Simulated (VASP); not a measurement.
# ScPt (P4/mmm) in VASP: notebook, part 2 of 2

VASP 6.6.1.

## (3) Single point, LDA (zz strain of -2 %)

Contents of INCAR:

```
SYSTEM = ScPt
ALGO = Normal
EDIFF = 1E-7
ENCUT = 520
GGA = CA
ISIF = 2
ISMEAR = -1
LASPH = .True.
LCHARG = .True.
LELF = .True.
LREAL = .False.
LVHAR = .True.
LWAVE = .False.
NBANDS = 18
NELM = 80
PREC = Accurate
SIGMA = 0.05
```

Contents of KPOINTS:

```
k-points
0
Gamma
  10 10 10
  0 0 0
```

Contents of POSCAR:

```
ScPt
1.0
    3.2700000000      0.0000000000      0.0000000000
    0.0000000000      3.2700000000      0.0000000000
    0.0000000000      0.0000000000      3.2046000000
Sc Pt
1 1
Direct
    0.5000000000      0.5000000000      0.5000000000
    0.0000000000      0.0000000000      0.0000000000
```

Potentials or basis: VASP PAW LDA potentials, release 64 (Sc_sv, Pt).

Run with:

```sh
cat potpaw_LDA.64/Sc_sv/POTCAR potpaw_LDA.64/Pt/POTCAR > POTCAR
mpirun -np 1 vasp_std > vasp.out
```

OUTCAR:

```text
SYSTEM = ScPt
   EDIFF = 1E-7
   ENCUT = 520
   GGA = CA
   ISIF = 2
   ISMEAR = -1
   LASPH = .True.
   LREAL = .False.
   NELM = 80
   PREC = Accurate

 ion  position               nearest neighbor table
   1  0.500  0.500  0.500-   2 2.81   2 2.81   2 2.81   2 2.81   2 2.81   2 2.81   2 2.81   2 2.81

   2  0.000  0.000  0.000-   1 2.81   1 2.81   1 2.81   1 2.81   1 2.81   1 2.81   1 2.81   1 2.81

  LATTYP: Found a simple tetragonal cell.
 ALAT       =     3.2700000000
 C/A-ratio  =     0.9800000000

  Lattice vectors:

 A1 = (   3.2700000000,   0.0000000000,   0.0000000000)
 A2 = (   0.0000000000,   3.2700000000,   0.0000000000)
 A3 = (   0.0000000000,   0.0000000000,   3.2046000000)

Analysis of symmetry for initial positions (statically):
=====================================================================
 Subroutine PRICEL returns:
 Original cell was already a primitive cell.

 Routine SETGRP: Setting up the symmetry group for a
 simple tetragonal supercell.

 Subroutine GETGRP returns: Found 16 space group operations
 (whereof 16 operations were pure point group operations)
 out of a pool of 16 trial point group operations.

The static configuration has the point symmetry D_4h.

Analysis of symmetry for dynamics (positions and initial velocities):
=====================================================================
 Subroutine PRICEL returns:
 Original cell was already a primitive cell.

 Routine SETGRP: Setting up the symmetry group for a
 simple tetragonal supercell.

 Subroutine GETGRP returns: Found 16 space group operations
 (whereof 16 operations were pure point group operations)
 out of a pool of 16 trial point group operations.

The dynamic configuration has the point symmetry D_4h.

 Subroutine INISYM returns: Found 16 space group operations
[... 103 lines left out ...]
   ISIF   =      2    stress and relaxation
   ISYM   =      2    0-nonsym 1-usesym 2-fastsym
   POTIM  = 0.5000    time-step for ionic-motion
   TEBEG  =    0.0;   TEEND  =   0.0 temperature during run
   PSTRESS=    0.0 pullay stress
   NELECT =      21.0000    total number of electrons
   NUPDOWN=      -1.0000    fix difference up-down
   EMIN   =  10.00;   EMAX   =-10.00  energy-range for DOS
   EFERMI =   0.00;   METHOD = LEGACY
   ISMEAR =    -1;   SIGMA  =   0.05  broadening in eV -4-tet -1-fermi 0-gaus
   EFERMI_NEDOS =   21; number of points for ismear=-14 and -15
   IALGO  =     38    algorithm
   IMIX   =      4    mixing-type and parameters
     AMIX     =   0.40;   BMIX     =  1.00
     AMIX_MAG =   1.60;   BMIX_MAG =  1.00
  volume/ion in A,a.u.               =      17.13       115.62
  Fermi-wavevector in a.u.,A,eV,Ry     =   1.390566  2.627788 26.309215  1.933673
  Thomas-Fermi vector in A             =   2.514488
   LORBIT       =      0    0 simple, 1 ext, 2 COOP (PROOUT), +10 PAW based schemes
   GGA     = CA    functional components
   LHFCALC =     F    Hartree Fock is set to
   AEXX    =    0.0000 exact exchange contribution
   IVDW    =     0    specifies the selected vdW correction
   LEPSILON=     F    determine dielectric tensor
   LRPA    =     F    only Hartree local field effects (RPA)
 non-spin polarized calculation
  energy-cutoff  :      520.00
  volume of cell :       34.27
 maximum number of plane-waves:       944
   NGX = 13   NGY = 13   NGZ = 11

 number of electron      20.9999997 magnetization

 Free energy of the ion-electron system (eV)
  ---------------------------------------------------
  ext. energy  EPLUGINS =         0.00000000
  ---------------------------------------------------
  free energy    TOTEN  =       -16.66817629 eV

  energy without entropy =      -16.65272418  energy(sigma->0) =      -16.66045024

 E-fermi :   8.1189     XC(G=0): -12.3448

 val. band max:        8.1109094378   @ k =   0.5000   0.1000   0.0000
 cond. band min:       8.1218304684   @ k =   0.4000   0.2000   0.2000
 fundamental gap:      0.0109210307
 Fermi energy:         8.1189233333

 k-point     1 :       0.0000    0.0000    0.0000
  band No.  band energies     occupation
      1     -41.0657      2.00000
      2     -19.9420      2.00000
      3     -19.9420      2.00000
      4     -19.9248      2.00000
      5      -0.1075      2.00000
      6       2.7088      2.00000
[... 481 lines left out ...]
      5       0.7726      2.00000
      6       3.0533      2.00000
[... 10 lines left out ...]
     17      16.9004      0.00000
     18      17.6270      0.00000

 [... further k-points ...]
[... 5 lines left out ...]
  --------------------------------------------------------------------------------------
  -------------------------------------------------------------------------------------
  Total       -0.3794245     -0.3794245     -0.4887656      0.0000000      0.0000000     -0.0000000
  in kB      -17.7405307    -17.7405307    -22.8529312      0.0000000      0.0000000     -0.0000000
  external PRESSURE =     -19.4446642 kB  Pullay stress =       0.0000000 kB

 VOLUME and BASIS-vectors are now :
 -----------------------------------------------------------------------------
  energy-cutoff  :      520.00
  volume of cell :       34.27
      direct lattice vectors                 reciprocal lattice vectors
     3.270000000  0.000000000  0.000000000     0.305810398  0.000000000  0.000000000
     0.000000000  3.270000000  0.000000000     0.000000000  0.305810398  0.000000000
     0.000000000  0.000000000  3.204600000     0.000000000  0.000000000  0.312051426

 POSITION                                       TOTAL-FORCE (eV/Angst)
 -----------------------------------------------------------------------------------
      1.63500      1.63500      1.60230         0.000000      0.000000      0.000000
      0.00000      0.00000      0.00000         0.000000      0.000000      0.000000
 -----------------------------------------------------------------------------------
    total drift:                                0.000000      0.000000     -0.000000

  FREE ENERGIE OF THE ION-ELECTRON SYSTEM (eV)
  ---------------------------------------------------
  free  energy   TOTEN  =       -16.6681762932 eV

  energy  without entropy=      -16.6527241771  energy(sigma->0) =      -16.66045024
```

stdout:

```text
POSCAR found type information on POSCAR ScPt
 POSCAR found :  2 types and       2 ions
 scaLAPACK will be used
 LDA part: xc-table for (Slater(with rela. corr.)+CA(PZ))
 , standard interpolation
 POSCAR, INCAR and KPOINTS ok, starting setup
 FFT: planning ... GRIDC
 FFT: planning ... GRID_SOFT
 FFT: planning ... GRID
 WAVECAR not read
 entering main loop
```

It took 18 s on 1 thread of Intel Xeon 6975P-C (Granite Rapids), shared host; peak memory 0.19 GiB.

What came out:

| Property | Result |
| --- | --- |
| Free energy | -16.6682 eV |
| Pressure | -1.9 GPa |
| Band gap on the k mesh | zero (an odd number of electrons rules out a gap without spin polarisation) |

Levels at points of the mesh, in eV from the Fermi level:
```tsv
k point	band 8	band 9	band 10	band 11	band 12	band 13	band 14	band 15
(0.00, 0.00, 0.00)	-3.01	-2.90	-2.90	1.34	1.51	3.50	3.50	3.51
(0.50, 0.00, 0.00)	-3.34	-3.25	-2.49	-1.01	-0.24	1.09	1.27	2.73
(0.50, 0.50, 0.00)	-3.92	-1.70	-0.99	0.24	0.24	1.80	3.57	3.57
(0.00, 0.00, 0.50)	-3.38	-3.34	-2.55	-0.74	-0.17	1.06	1.06	2.66
(0.50, 0.00, 0.50)	-4.05	-1.64	-0.76	0.34	0.40	2.02	3.54	3.60
(0.50, 0.50, 0.50)	-1.63	-1.55	-1.51	-1.51	-1.45	3.16	3.67	3.75
```

Caveat: the cell differs from its parent crystal (zz strain of -2 %); spin-orbit coupling is left out, which moves the levels of the heavy elements.

## (4) Single point, LDA (equal xx and yy strain of -1 %)

Contents of INCAR:

```
ALGO = Normal
EDIFF = 1E-6
ENCUT = 520
ISIF = 2
ISMEAR = -1
LASPH = True
LCHARG = False
LREAL = False
LWAVE = False
NBANDS = 18
NELM = 80
PREC = Accurate
SIGMA = 0.05
```

Contents of KPOINTS:

```
k-points
0
Gamma
  10 10 10
```

Contents of POSCAR:

```
ScPt
1.0
    3.2373000000      0.0000000000      0.0000000000
    0.0000000000      3.2373000000      0.0000000000
    0.0000000000      0.0000000000      3.2700000000
Sc Pt
1 1
Direct
    0.5000000000      0.5000000000      0.5000000000
    0.0000000000      0.0000000000      0.0000000000
```

Run with:

```sh
cat potpaw_LDA.64/Sc_sv/POTCAR potpaw_LDA.64/Pt/POTCAR > POTCAR
mpirun -np 1 vasp_std > vasp.out
```

Wall time 17 s (1 thread of Intel Xeon 6975P-C (Granite Rapids), shared host); peak memory 0.19 GiB.

It converged, with:

- Free energy: -16.6677 eV
- Pressure: -1.9 GPa
- Band gap on the k mesh: zero (an odd number of electrons rules out a gap without spin polarisation)

Levels at points of the mesh, in eV from the Fermi level:
```tsv
k point	band 8	band 9	band 10	band 11	band 12	band 13
(0.00, 0.00, 0.00)	-2.95	-2.95	-2.90	1.39	1.47	3.50
(0.50, 0.00, 0.00)	-3.36	-3.31	-2.52	-0.87	-0.20	1.08
(0.50, 0.50, 0.00)	-4.07	-1.62	-0.77	0.37	0.37	2.02
(0.00, 0.00, 0.50)	-3.29	-3.29	-2.49	-1.00	-0.23	1.18
(0.50, 0.00, 0.50)	-3.99	-1.66	-0.87	0.29	0.32	1.91
(0.50, 0.50, 0.50)	-1.61	-1.57	-1.51	-1.48	-1.48	3.16
```

Caveat: the cell differs from its parent crystal (equal xx and yy strain of -1 %); spin-orbit coupling is left out, which moves the levels of the heavy elements.

## (5) Single point, LDA (zz strain of -1 %)

Contents of INCAR:

```
SYSTEM = ScPt
ALGO     = Normal         ! electronic algorithm
EDIFF    = 1E-7           ! SCF threshold, eV
ENCUT    = 520            ! plane-wave cutoff, eV
ISIF     = 2              ! what is computed and relaxed
ISMEAR   = -1             ! smearing method
LASPH    = .True.         ! aspherical terms in the spheres
LCHARG   = .False.        ! write CHGCAR
LREAL    = .False.        ! projectors in reciprocal space
LWAVE    = .False.        ! write WAVECAR
NBANDS   = 18             ! bands
NELM     = 60             ! most SCF steps
PREC     = Accurate       ! precision mode
SIGMA    = 0.05           ! smearing width, eV
```

Contents of KPOINTS:

```
k-points
0
Gamma
  10 10 10
  0 0 0
```

Contents of POSCAR:

```
ScPt
1.0
    3.2700000000      0.0000000000      0.0000000000
    0.0000000000      3.2700000000      0.0000000000
    0.0000000000      0.0000000000      3.2373000000
Sc Pt
1 1
Direct
    0.5000000000      0.5000000000      0.5000000000
    0.0000000000      0.0000000000      0.0000000000
```

Run with:

```sh
cat potpaw_LDA.64/Sc_sv/POTCAR potpaw_LDA.64/Pt/POTCAR > POTCAR
mpirun -np 1 vasp_std > vasp.out
```

Wall time 18 s (1 thread of Intel Xeon 6975P-C (Granite Rapids), shared host); peak memory 0.19 GiB.

It converged, with:

| Quantity | Value |
| --- | --- |
| Free energy | -16.6622 eV |
| Pressure | -3.4 GPa |
| Band gap on the k mesh | zero (an odd number of electrons rules out a gap without spin polarisation) |

Levels at points of the mesh, in eV from the Fermi level:
```csv
k point,band 8,band 9,band 10,band 11,band 12,band 13
"(0.00, 0.00, 0.00)",-2.94,-2.88,-2.88,1.37,1.46,3.46
"(0.50, 0.00, 0.00)",-3.30,-3.25,-2.47,-0.96,-0.20,1.12
"(0.50, 0.50, 0.00)",-3.92,-1.66,-0.91,0.28,0.28,1.86
"(0.00, 0.00, 0.50)",-3.31,-3.31,-2.50,-0.83,-0.17,1.10
"(0.50, 0.00, 0.50)",-3.98,-1.63,-0.80,0.33,0.36,1.96
"(0.50, 0.50, 0.50)",-1.60,-1.56,-1.47,-1.47,-1.44,3.10
```

Caveat: the cell differs from its parent crystal (zz strain of -1 %); the cell stands under tension; spin-orbit coupling is left out, which moves the levels of the heavy elements.

## (6) Overview

```tsv
cell	gap on the mesh (eV)	pressure (GPa)
a = 3.205, b = 3.205, c = 3.270 Å, 2 atoms	none	1.3
a = 3.270, b = 3.270, c = 3.205 Å, 2 atoms	none	-1.9
a = 3.237, b = 3.237, c = 3.270 Å, 2 atoms	none	-1.9
a = 3.270, b = 3.270, c = 3.237 Å, 2 atoms	none	-3.4
```

Alike in all rows: task single point; level LDA; potentials or basis VASP PAW LDA potentials, release 64 (Sc_sv, Pt); no spin polarisation; k mesh 10 × 10 × 10; cutoff (eV) 520; smearing fermi-dirac 0.05 eV.

Caveats: spin-orbit coupling is left out, which moves the levels of the heavy elements; the cell stands under tension (at least some runs).

Total energies depend on the potentials used, so only differences within one code and one set of settings carry meaning.
